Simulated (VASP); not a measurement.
# SnTe (Pm-3m) in VASP: a series of runs, part 2 of 2

VASP 6.6.1.

## Step 4: Single point, r2SCAN

This run uses another cell than the first one, of 29.47 Å³/atom, 0.994 times its volume.

Contents of POSCAR:

```
SnTe
1.0
    3.8918236297      0.0000000000      0.0000000000
    0.0000000000      3.8918236297      0.0000000000
    0.0000000000      0.0000000000      3.8918236297
Sn Te
1 1
Direct
    0.0000000000      0.0000000000      0.0000000000
    0.5000000000      0.5000000000      0.5000000000
```

Contents of INCAR.step1:

```
SYSTEM = SnTe
PREC = Accurate
ENCUT = 520
ISMEAR = -1
SIGMA = 0.02
LREAL = .FALSE.
LASPH = .TRUE.
NELM = 100
NBANDS = 17
GGA = PE
ALGO = Normal
EDIFF = 1E-4
LWAVE = .TRUE.
LCHARG = .FALSE.
```

Contents of INCAR.step2:

```
SYSTEM = SnTe
PREC = Accurate
ENCUT = 520
EDIFF = 1E-6
ISMEAR = -1
SIGMA = 0.02
LREAL = .FALSE.
LASPH = .TRUE.
NELM = 100
ALGO = Normal
ISIF = 2
LWAVE = .FALSE.
LCHARG = .FALSE.
METAGGA = R2SCAN
LMIXTAU = .TRUE.
NBANDS = 17
ISTART = 1
```

Contents of KPOINTS:

```
regular mesh
0
G
  6 6 6
  0 0 0
```

Potentials or basis: VASP PAW PBE potentials, release 64 (Sn_d, Te).

The run is started by

```bash
cat potpaw_PBE.64/Sn_d/POTCAR potpaw_PBE.64/Te/POTCAR > POTCAR
cp INCAR.step1 INCAR
mpirun -np 1 vasp_std > vasp.out
cp INCAR.step2 INCAR
mpirun -np 1 vasp_std > vasp.out
```

OUTCAR:

```text
SYSTEM = SnTe
   PREC = Accurate
   ENCUT = 520
   EDIFF = 1E-6
   ISMEAR = -1
   LREAL = .FALSE.
   LASPH = .TRUE.
   NELM = 100
   ISIF = 2
   METAGGA = R2SCAN
   ISTART = 1

 ion  position               nearest neighbor table
   1  0.000  0.000  0.000-   2 3.37   2 3.37   2 3.37   2 3.37   2 3.37   2 3.37   2 3.37   2 3.37

   2  0.500  0.500  0.500-   1 3.37   1 3.37   1 3.37   1 3.37   1 3.37   1 3.37   1 3.37   1 3.37

  LATTYP: Found a simple cubic cell.
 ALAT       =     3.8918236297

  Lattice vectors:

 A1 = (   3.8918236297,   0.0000000000,   0.0000000000)
 A2 = (   0.0000000000,   3.8918236297,   0.0000000000)
 A3 = (   0.0000000000,   0.0000000000,   3.8918236297)

Analysis of symmetry for initial positions (statically):
=====================================================================
 Subroutine PRICEL returns:
 Original cell was already a primitive cell.

 Routine SETGRP: Setting up the symmetry group for a
 simple cubic supercell.

 Subroutine GETGRP returns: Found 48 space group operations
 (whereof 48 operations were pure point group operations)
 out of a pool of 48 trial point group operations.

The static configuration has the point symmetry O_h .

Analysis of symmetry for dynamics (positions and initial velocities):
=====================================================================
 Subroutine PRICEL returns:
 Original cell was already a primitive cell.

 Routine SETGRP: Setting up the symmetry group for a
 simple cubic supercell.

 Subroutine GETGRP returns: Found 48 space group operations
 (whereof 48 operations were pure point group operations)
 out of a pool of 48 trial point group operations.

The dynamic configuration has the point symmetry O_h .

 Subroutine INISYM returns: Found 48 space group operations
[... 106 lines left out ...]
   EFERMI =   0.00;   METHOD = LEGACY
   ISMEAR =    -1;   SIGMA  =   0.02  broadening in eV -4-tet -1-fermi 0-gaus
   EFERMI_NEDOS =   21; number of points for ismear=-14 and -15
   IALGO  =     38    algorithm
   IMIX   =      4    mixing-type and parameters
     AMIX     =   0.40;   BMIX     =  1.00
     AMIX_MAG =   1.60;   BMIX_MAG =  1.00
  volume/ion in A,a.u.               =      29.47       198.90
  Fermi-wavevector in a.u.,A,eV,Ry     =   1.141822  2.157730 17.738692  1.303757
  Thomas-Fermi vector in A             =   2.278521
   LORBIT       =      0    0 simple, 1 ext, 2 COOP (PROOUT), +10 PAW based schemes
   METAGGA = R2SCAN    functional components
   LHFCALC =     F    Hartree Fock is set to
   AEXX    =    0.0000 exact exchange contribution
   IVDW    =     0    specifies the selected vdW correction
   LEPSILON=     F    determine dielectric tensor
   LRPA    =     F    only Hartree local field effects (RPA)
 non-spin polarized calculation
  energy-cutoff  :      520.00
  volume of cell :       58.95
 maximum number of plane-waves:      1622
 NGX is ok and might be reduce to    30
   NGX = 15   NGY = 15   NGZ = 15

 number of electron      19.9999983 magnetization

 Free energy of the ion-electron system (eV)
  ---------------------------------------------------
  ext. energy  EPLUGINS =         0.00000000
  ---------------------------------------------------
  free energy    TOTEN  =       -50.07271671 eV

  energy without entropy =      -50.07040538  energy(sigma->0) =      -50.07156105

 E-fermi :   7.1291     XC(G=0): -10.4941

 val. band max:        6.8694447793   @ k =   0.5000   0.1667   0.0000
 cond. band min:       7.1540482074   @ k =   0.5000   0.3333   0.0000
 fundamental gap:      0.2846034281
 Fermi energy:         7.1290940792

 k-point     1 :       0.0000    0.0000    0.0000
  band No.  band energies     occupation
      1     -15.2963      2.00000
      2     -15.2963      2.00000
      3     -15.2565      2.00000
      4     -15.2565      2.00000
      5     -15.2565      2.00000
      6      -5.7998      2.00000
[... 377 lines left out ...]
      4     -15.2420      2.00000
      5     -15.2420      2.00000
      6      -3.0682      2.00000
[... 9 lines left out ...]
     16      22.1790      0.00000
     17      23.0701      0.00000

------------------------ aborting loop because EDIFF is reached ----------------------------------------

  FORCE on cell =-STRESS in cart. coord.  units (eV):
  Direction    XX          YY          ZZ          XY          YZ          ZX
  --------------------------------------------------------------------------------------
  -------------------------------------------------------------------------------------
  Total       -0.0061726     -0.0061726     -0.0061726     -0.0000000      0.0000000     -0.0000000
  in kB       -0.1677711     -0.1677711     -0.1677711     -0.0000000      0.0000000     -0.0000000
  external PRESSURE =      -0.1677711 kB  Pullay stress =       0.0000000 kB

 VOLUME and BASIS-vectors are now :
 -----------------------------------------------------------------------------
  energy-cutoff  :      520.00
  volume of cell :       58.95
      direct lattice vectors                 reciprocal lattice vectors
     3.891823630  0.000000000  0.000000000     0.256948951  0.000000000  0.000000000
     0.000000000  3.891823630  0.000000000     0.000000000  0.256948951  0.000000000
     0.000000000  0.000000000  3.891823630     0.000000000  0.000000000  0.256948951

 POSITION                                       TOTAL-FORCE (eV/Angst)
 -----------------------------------------------------------------------------------
      0.00000      0.00000      0.00000         0.000000      0.000000      0.000000
      1.94591      1.94591      1.94591         0.000000      0.000000      0.000000
 -----------------------------------------------------------------------------------
    total drift:                               -0.000000     -0.000000     -0.000000

  FREE ENERGIE OF THE ION-ELECTRON SYSTEM (eV)
  ---------------------------------------------------
  free  energy   TOTEN  =       -50.0727167118 eV

  energy  without entropy=      -50.0704053834  energy(sigma->0) =      -50.07156105
```

OUTCAR.step1:

```text
SYSTEM = SnTe
   PREC = Accurate
   ENCUT = 520
   ISMEAR = -1
   LREAL = .FALSE.
   LASPH = .TRUE.
[... 615 lines left out ...]
      0.00000      0.00000      0.00000         0.000000      0.000000      0.000000
      1.94591      1.94591      1.94591         0.000000      0.000000      0.000000
 -----------------------------------------------------------------------------------
    total drift:                               -0.000000     -0.000000     -0.000000

  FREE ENERGIE OF THE ION-ELECTRON SYSTEM (eV)
  ---------------------------------------------------
  free  energy   TOTEN  =        -7.0854964044 eV

  energy  without entropy=       -7.0837385149  energy(sigma->0) =       -7.08461746
```

OSZICAR.step1:

```text
N       E                     dE             d eps       ncg     rms          rms(c)
DAV:   1     0.123909492219E+03    0.12391E+03   -0.94239E+03   688   0.136E+03
DAV:   2     0.339405866842E+01   -0.12052E+03   -0.11754E+03   736   0.332E+02
DAV:   3    -0.688515406673E+01   -0.10279E+02   -0.10118E+02   837   0.860E+01
DAV:   4    -0.716387638026E+01   -0.27872E+00   -0.27858E+00   773   0.146E+01
DAV:   5    -0.717561806320E+01   -0.11742E-01   -0.11741E-01   993   0.295E+00    0.445E+00
DAV:   6    -0.708706121540E+01    0.88557E-01   -0.20472E-01   927   0.296E+00    0.286E+00
DAV:   7    -0.708551255282E+01    0.15487E-02   -0.35338E-02   835   0.911E-01    0.104E+00
DAV:   8    -0.708543398240E+01    0.78570E-04   -0.25474E-03   826   0.421E-01    0.137E-01
DAV:   9    -0.708549640441E+01   -0.62422E-04   -0.20212E-04   792   0.874E-02
   1 F= -.70854964E+01 E0= -.70846175E+01  d E =-.175789E-02
```

Wall time 2.3 min (1 thread of AMD EPYC 7R13, shared host); peak memory 0.15 GiB.

Results:

```yaml
Free_energy: -50.0727 eV
Pressure: 0.0 GPa
Band_gap_on_the_k_mesh: zero (band 10 reaches 7.55 eV, above the bottom of band 11 at 5.78 eV)
```

Caveat: the PAW data sets were made with another functional, which shifts forces and pressure a little; spin-orbit coupling is left out, which moves the levels of the heavy elements.

## Step 5: Summary

| level | cell | gap on the mesh (eV) | pressure (GPa) |
| --- | --- | --- | --- |
| PBE | a = 3.900 Å, 2 atoms | none | 0.0 |
| PBE | a = 3.892 Å, 2 atoms | none | 0.2 |
| r2SCAN | a = 3.892 Å, 2 atoms | none | 0.0 |

Alike in all rows: task single point; potentials or basis VASP PAW PBE potentials, release 64 (Sn_d, Te); no spin polarisation; k mesh 6 × 6 × 6; cutoff (eV) 520; smearing fermi-dirac 0.02 eV.

Caveats: spin-orbit coupling is left out, which moves the levels of the heavy elements; the PAW data sets were made with another functional, which shifts forces and pressure a little (some runs).

Absolute energies hang on the potentials; compare differences alone.
